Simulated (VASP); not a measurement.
# Ba17O16 (a cell with a defect) in VASP: single point with PBE

Aim: the single point of Ba17O16 (a cell with a defect) with PBE.

Program: VASP 6.6.1. These are calculated values, not measurements. Logs are shortened: lines on timing, memory, paths and dates and some standing lists are left out, and cuts for length are marked.

## (1) The cell of the first run

The cell holds a defect, 33 atoms: a = 9.654 Å, b = 9.654 Å, c = 9.654 Å, α = 109.47°, β = 109.47°, γ = 109.47°.

## (2) Single point, PBE (with an interstitial atom, then relaxed in part)

File INCAR:

```
SYSTEM = Ba17O16
PREC = Accurate ; ENCUT = 910
EDIFF = 1E-6 ; ISMEAR = 0
SIGMA = 0.01 ; LREAL = Auto
LASPH = .True. ; NELM = 120
ALGO = Normal ; ISIF = 2
LWAVE = .False. ; LCHARG = .False.
GGA = PE ; NBANDS = 155
GGA_COMPAT = .False.
```

File KPOINTS:

```
Automatic mesh
0
Gamma
  2 2 2
  0.5 0.5 0.5
```

File POSCAR:

```
Ba17O16
1.0
    5.5739975724      5.5739975724      5.5739975724
   -5.5739975724      5.5739975724     -5.5739975724
   -5.5739975724     -5.5739975724      5.5739975724
Ba O
17 16
Direct
    0.4850289210      0.7451740550      0.7451740550
    0.5048259450      0.4898548660      0.0000000000
    0.7601451340      0.5101451340      0.7649710790
    0.5660730981      0.3160730981      0.3160730981
    0.7398548660      0.2548259450      0.0000000000
   -0.0048259450      0.2350289210      0.7451740550
    0.5048259450      0.0000000000      0.4898548660
    0.7398548660      0.0000000000      0.2548259450
   -0.0660730981      0.0000000000      0.0000000000
    0.2500000000      0.0000000000      0.6839269019
    0.7601451340      0.7649710790      0.5101451340
   -0.0048259450      0.7451740550      0.2350289210
    0.2500000000      0.6839269019      0.0000000000
    0.0149710790      0.5101451340      0.5101451340
    0.2500000000      0.4898548660      0.2548259450
    0.2500000000      0.2548259450      0.4898548660
    0.2500000000      0.0000000000      0.0000000000
    0.5098996048      0.0000000000      0.0000000000
    0.5011714339      0.7377301979      0.2511714339
    0.7365587640      0.7488285661      0.0000000000
    0.5122698021      0.5134412360      0.5134412360
    0.7634412360      0.5134412360      0.2622698021
   -0.0011714339      0.4865587640      0.0000000000
    0.5011714339      0.2511714339      0.7377301979
    0.7634412360      0.2622698021      0.5134412360
   -0.0122698021      0.2511714339      0.2511714339
    0.2500000000      0.2598996048      0.0000000000
    0.7365587640      0.0000000000      0.7488285661
   -0.0011714339      0.0000000000      0.4865587640
    0.2500000000      0.0000000000      0.2598996048
   -0.0098996048      0.7401003952      0.7401003952
    0.2500000000      0.7488285661      0.4865587640
    0.2500000000      0.4865587640      0.7488285661
```

Potentials or basis: VASP PAW PBE potentials, release 64 (Ba_sv, O_h).

Command:

```
$ cat potpaw_PBE.64/Ba_sv/POTCAR potpaw_PBE.64/O_h/POTCAR > POTCAR
$ mpirun -np 1 vasp_std > vasp.out
```

OUTCAR:

```text
SYSTEM = Ba17O16
   PREC = Accurate
   ENCUT = 910
   EDIFF = 1E-6
   ISMEAR = 0
   LREAL = Auto
   LASPH = .True.
   NELM = 120
   ISIF = 2
   GGA = PE

 ion  position               nearest neighbor table
   1  0.485  0.745  0.745-  18 2.71  21 2.74  32 2.78  33 2.78  20 2.80  28 2.80   9 3.55  14 3.71
                            15 3.87  16 3.87  13 3.92  10 3.92   5 4.02   8 4.02   7 4.03  11 4.03
   2  0.505  0.490  0.000-  27 2.71  20 2.74  24 2.78  22 2.78  19 2.80  33 2.80  13 3.55   5 3.71
                             3 3.87  12 3.87  10 3.92   4 3.92  15 4.02   6 4.02   8 4.03  11 4.03
   3  0.760  0.510  0.765-  31 2.71  24 2.74  20 2.78  23 2.78  25 2.80  21 2.80   4 3.55  12 3.71
                             5 3.87   2 3.87   9 3.92  13 3.92  11 4.02  14 4.02   6 4.03   7 4.03
   4  0.566  0.316  0.316-  21 2.54  22 2.54  25 2.54  17 3.05  11 3.55  14 3.55   3 3.55   7 3.92
                             8 3.92  15 3.92  16 3.92   2 3.92   5 3.92
   5  0.740  0.255  0.000-  18 2.71  23 2.74  22 2.78  24 2.78  26 2.80  28 2.80   9 3.55   2 3.71
                             3 3.87  12 3.87  10 3.92   4 3.92   8 4.02   1 4.02   7 4.03  15 4.03
   6  0.995  0.235  0.745-  27 2.71  25 2.74  28 2.78  29 2.78  23 2.80  33 2.80  13 3.55  11 3.71
                             7 3.87   8 3.87   9 3.92  10 3.92   2 4.02  15 4.02   3 4.03  14 4.03
   7  0.505  0.000  0.490-  30 2.71  28 2.74  19 2.78  25 2.78  24 2.80  32 2.80  10 3.55   8 3.71
                             6 3.87  11 3.87   4 3.92  13 3.92  16 4.02  12 4.02   1 4.03   3 4.03
   8  0.740  0.000  0.255-  18 2.71  29 2.74  19 2.78  25 2.78  20 2.80  26 2.80   9 3.55   7 3.71
                            11 3.87   6 3.87   4 3.92  13 3.92   5 4.02   1 4.02  12 4.03   2 4.03
   9  0.934  0.000  0.000-  20 2.54  28 2.54  26 2.54  17 3.05   1 3.55   8 3.55   5 3.55  16 3.92
[... 19 lines left out ...]
  20  0.737  0.749  0.000-   9 2.54   2 2.74  12 2.78   3 2.78   1 2.80   8 2.80
  21  0.512  0.513  0.513-   4 2.54   1 2.74  15 2.78  16 2.78   3 2.80  11 2.80
  22  0.763  0.513  0.262-   4 2.54  12 2.74   5 2.78   2 2.78  11 2.80  14 2.80
  23  0.999  0.487  0.000-  13 2.54   5 2.74  12 2.78   3 2.78   6 2.80  15 2.80
  24  0.501  0.251  0.738-  10 2.54   3 2.74   5 2.78   2 2.78   7 2.80  16 2.80
  25  0.763  0.262  0.513-   4 2.54   6 2.74   7 2.78   8 2.78   3 2.80  14 2.80
  26  0.988  0.251  0.251-   9 2.54  14 2.74  15 2.78  16 2.78   5 2.80   8 2.80
  27  0.250  0.260  0.000-  17 2.51   6 2.71  15 2.71   2 2.71
  28  0.737  0.000  0.749-   9 2.54   7 2.74   6 2.78  11 2.78   1 2.80   5 2.80
  29  0.999  0.000  0.487-  10 2.54   8 2.74   6 2.78  11 2.78  12 2.80  16 2.80
  30  0.250  0.000  0.260-  17 2.51  16 2.71   7 2.71  12 2.71
  31  0.990  0.740  0.740-  17 2.51  11 2.71  14 2.71   3 2.71
  32  0.250  0.749  0.487-  10 2.54  15 2.74   1 2.78  14 2.78   7 2.80  12 2.80
  33  0.250  0.487  0.749-  13 2.54  16 2.74   1 2.78  14 2.78   6 2.80   2 2.80

  LATTYP: Found a body centered cubic cell.
 ALAT       =    11.1479951448

  Lattice vectors:

 A1 = (   5.5739975724,   5.5739975724,   5.5739975724)
 A2 = (  -5.5739975724,   5.5739975724,  -5.5739975724)
 A3 = (  -5.5739975724,  -5.5739975724,   5.5739975724)

Analysis of symmetry for initial positions (statically):
=====================================================================
 Subroutine PRICEL returns:
 Original cell was already a primitive cell.

 Routine SETGRP: Setting up the symmetry group for a
 body centered cubic supercell.

 Subroutine GETGRP returns: Found 24 space group operations
 (whereof  6 operations were pure point group operations)
 out of a pool of 48 trial point group operations.

The static configuration has the point symmetry C_3v.
 The point group associated with its full space group is T_d .

Analysis of symmetry for dynamics (positions and initial velocities):
=====================================================================
 Subroutine PRICEL returns:
 Original cell was already a primitive cell.

 Routine SETGRP: Setting up the symmetry group for a
 body centered cubic supercell.

 Subroutine GETGRP returns: Found 24 space group operations
 (whereof  6 operations were pure point group operations)
 out of a pool of 48 trial point group operations.

The dynamic configuration has the point symmetry C_3v.
 The point group associated with its full space group is T_d .

 Subroutine INISYM returns: Found 24 space group operations
 (whereof  6 operations are pure point group operations),
 and found     1 'primitive' translations

----------------------------------------------------------------------------------------

                                     Primitive cell

  volume of cell :     692.7241

  direct lattice vectors                    reciprocal lattice vectors
     5.573997572  5.573997572  5.573997572     0.000000000  0.089702228  0.089702228
    -5.573997572  5.573997572 -5.573997572    -0.089702228  0.089702228  0.000000000
[... 93 lines left out ...]

  Shift w.r.t. Gamma in fractional coordinates (k-lattice)
     0.500000000  0.500000000  0.500000000

 Subroutine IBZKPT returns following result:
 ===========================================

 Found      2 irreducible k-points:

 Following reciprocal coordinates:
            Coordinates               Weight
  0.250000  0.250000  0.250000      2.000000
 -0.250000  0.250000  0.250000      6.000000
   k-points           NKPTS =      2   k-points in BZ     NKDIM =      2   number of bands    NBANDS=    155
   number of dos      NEDOS =    301   number of ions     NIONS =     33
   total plane-waves  NPLWV = 884736
   dimension x,y,z NGX =    96 NGY =   96 NGZ =   96
   dimension x,y,z NGXF=   192 NGYF=  192 NGZF=  192
   ions per type =              17  16
   NGX,Y,Z   is equivalent  to a cutoff of  16.53, 16.53, 16.53 a.u.
   NGXF,Y,Z  is equivalent  to a cutoff of  33.06, 33.06, 33.06 a.u.
 SYSTEM =  Ba17O16
   PREC   = accura    normal or accurate (medium, high low for compatibility)
   ISTART =      0    job   : 0-new  1-cont  2-samecut
   ICHARG =      2    charge: 1-file 2-atom 10-const
   ISPIN  =      1    spin polarized calculation?
   LNONCOLLINEAR =      F non collinear calculations
   LSORBIT =      F    spin-orbit coupling
   LASPH  =      T    aspherical Exc in radial PAW
   ENCUT  =  910.0 eV  66.88 Ry    8.18 a.u.  23.75 23.75 23.75*2*pi/ulx,y,z
   NELM   =    120;   NELMIN=  2; NELMDL= -5     # of ELM steps
   EDIFF  = 0.1E-05   stopping-criterion for ELM
   LREAL  =      T    real-space projection
   EDIFFG = 0.1E-04   stopping-criterion for IOM
   NSW    =      0    number of steps for IOM
   IBRION =     -1    ionic relax: 0-MD 1-quasi-New 2-CG
   NFREE  =      0    steps in history (QN), initial steepest desc. (CG)
   ISIF   =      2    stress and relaxation
   ISYM   =      2    0-nonsym 1-usesym 2-fastsym
   POTIM  = 0.5000    time-step for ionic-motion
   TEBEG  =    0.0;   TEEND  =   0.0 temperature during run
   PSTRESS=    0.0 pullay stress
   NELECT =     266.0000    total number of electrons
   NUPDOWN=      -1.0000    fix difference up-down
   EMIN   =  10.00;   EMAX   =-10.00  energy-range for DOS
   EFERMI =   0.00;   METHOD = LEGACY
   ISMEAR =     0;   SIGMA  =   0.01  broadening in eV -4-tet -1-fermi 0-gaus
   EFERMI_NEDOS =   21; number of points for ismear=-14 and -15
   IALGO  =     38    algorithm
   IMIX   =      4    mixing-type and parameters
     AMIX     =   0.40;   BMIX     =  1.00
     AMIX_MAG =   1.60;   BMIX_MAG =  1.00
  volume/ion in A,a.u.               =      20.99       141.66
  Fermi-wavevector in a.u.,A,eV,Ry     =   1.189913  2.248610 19.264399  1.415893
  Thomas-Fermi vector in A             =   2.326010
   LORBIT       =      0    0 simple, 1 ext, 2 COOP (PROOUT), +10 PAW based schemes
   GGA     = PE    functional components
   LHFCALC =     F    Hartree Fock is set to
   AEXX    =    0.0000 exact exchange contribution
   IVDW    =     0    specifies the selected vdW correction
   LEPSILON=     F    determine dielectric tensor
   LRPA    =     F    only Hartree local field effects (RPA)
 non-spin polarized calculation
 Gauss-broadening in eV      SIGMA  =   0.01
  energy-cutoff  :      910.00
  volume of cell :      692.72
 maximum number of plane-waves:     43175
 NGX is ok and might be reduce to    96
   NGX = 47   NGY = 47   NGZ = 47

 number of electron     266.0000007 magnetization

 Free energy of the ion-electron system (eV)
  ---------------------------------------------------
  ext. energy  EPLUGINS =         0.00000000
  ---------------------------------------------------
  free energy    TOTEN  =      -185.97138953 eV

  energy without entropy =     -185.96753297  energy(sigma->0) =     -185.96946125

 E-fermi :   4.7637     XC(G=0):  -9.7769

 val. band max:        4.4429505443   @ k =  -0.2500   0.2500   0.2500
 cond. band min:       4.7667752237   @ k =  -0.2500   0.2500   0.2500
 fundamental gap:      0.3238246794
 Fermi energy:         4.7637295217

 k-point     1 :       0.2500    0.2500    0.2500
  band No.  band energies     occupation
      1     -24.1764      2.00000
      2     -23.8151      2.00000
      3     -23.8151      2.00000
      4     -23.8151      2.00000
      5     -23.4492      2.00000
      6     -23.4364      2.00000
[... 137 lines left out ...]
    144       5.9758      0.00000
    145       6.4071      0.00000

 k-point     2 :      -0.2500    0.2500    0.2500
  band No.  band energies     occupation
      1     -24.1783      2.00000
      2     -23.8171      2.00000
      3     -23.8104      2.00000
      4     -23.8104      2.00000
      5     -23.5039      2.00000
      6     -23.4302      2.00000
[... 137 lines left out ...]
    144       6.3636      0.00000
    145       6.5242      0.00000
 [bands above 145 left out]

------------------------ aborting loop because EDIFF is reached ----------------------------------------

  FORCE on cell =-STRESS in cart. coord.  units (eV):
  Direction    XX          YY          ZZ          XY          YZ          ZX
  --------------------------------------------------------------------------------------
  -------------------------------------------------------------------------------------
  Total       22.9506397     22.9506397     22.9506397     -0.0000000     -0.0000000      0.0000000
  in kB       53.0817290     53.0817290     53.0817290     -0.0000000     -0.0000000      0.0000000
  external PRESSURE =      53.0817290 kB  Pullay stress =       0.0000000 kB

 VOLUME and BASIS-vectors are now :
 -----------------------------------------------------------------------------
  energy-cutoff  :      910.00
  volume of cell :      692.72
      direct lattice vectors                 reciprocal lattice vectors
     5.573997572  5.573997572  5.573997572     0.000000000  0.089702228  0.089702228
    -5.573997572  5.573997572 -5.573997572    -0.089702228  0.089702228  0.000000000
    -5.573997572 -5.573997572  5.573997572    -0.089702228  0.000000000  0.089702228

 POSITION                                       TOTAL-FORCE (eV/Angst)
 -----------------------------------------------------------------------------------
     -5.60365      2.70355      2.70355         0.004234     -0.011108     -0.011108
      0.08345      5.54435      0.08345         0.011108      0.004234      0.011108
     -2.87045      2.81665      5.65745        -0.011108     -0.004234      0.011108
     -0.36829      3.15529      3.15529         0.039693     -0.039693     -0.039693
      2.70355      5.54435      2.70355        -0.011108      0.004234     -0.011108
      0.08345      2.70355      8.39065         0.011108     -0.011108     -0.004234
[... 25 lines left out ...]
     -5.49255      2.85539     -0.06839         0.091085     -0.022198      0.022198
     -5.49255     -0.06839      2.85539         0.091085      0.022198     -0.022198
 -----------------------------------------------------------------------------------
    total drift:                                0.000000     -0.000000     -0.000000

  FREE ENERGIE OF THE ION-ELECTRON SYSTEM (eV)
  ---------------------------------------------------
  free  energy   TOTEN  =      -185.9713895265 eV

  energy  without entropy=     -185.9675329685  energy(sigma->0) =     -185.96946125
```

It took 15 min on 1 thread of Intel Xeon 6975P-C (Granite Rapids), shared host; peak memory 1.7 GiB.

What came out:

| Quantity | Value |
| --- | --- |
| Free energy | -185.9714 eV |
| Pressure | 5.3 GPa |
| Largest force | 0.096 eV/Å |
| Band gap on the k mesh | zero (bands 133 and 134 overlap by 0.58 eV) |

Forces in eV/Å, atoms in the order of the input:
```
Ba   0.004 -0.011 -0.011
Ba   0.011  0.004  0.011
Ba  -0.011 -0.004  0.011
Ba   0.040 -0.040 -0.040
Ba  -0.011  0.004 -0.011
Ba   0.011 -0.011 -0.004
Ba   0.011  0.011  0.004
Ba  -0.011 -0.011  0.004
Ba   0.040  0.040  0.040
Ba  -0.040 -0.040  0.040
Ba  -0.011  0.011 -0.004
Ba   0.011 -0.004 -0.011
Ba  -0.040  0.040 -0.040
Ba   0.004  0.011  0.011
Ba  -0.004 -0.011  0.011
Ba  -0.004  0.011 -0.011
Ba   0.000  0.000  0.000
O    0.010  0.010  0.010
O   -0.022  0.022  0.091
O    0.022 -0.091  0.022
O   -0.091 -0.022 -0.022
O    0.022  0.091 -0.022
O   -0.022 -0.091 -0.022
O   -0.022  0.091  0.022
O    0.022 -0.022  0.091
O   -0.091  0.022  0.022
O   -0.010  0.010 -0.010
O    0.022  0.022 -0.091
O   -0.022 -0.022 -0.091
O   -0.010 -0.010  0.010
O    0.010 -0.010 -0.010
O    0.091 -0.022  0.022
O    0.091  0.022 -0.022
```

Caveat: the k points lie up to 0.40 Å⁻¹ apart, too coarse for converged energies and pressures of a metal; the cell differs from its parent crystal (with an interstitial atom, then relaxed in part); the cutoff is under 1.25 times the usual one of these potentials, so pressure, stress and relaxed cells hold a basis-set (Pulay) error; spin-orbit coupling is left out, which moves the levels of the heavy elements.
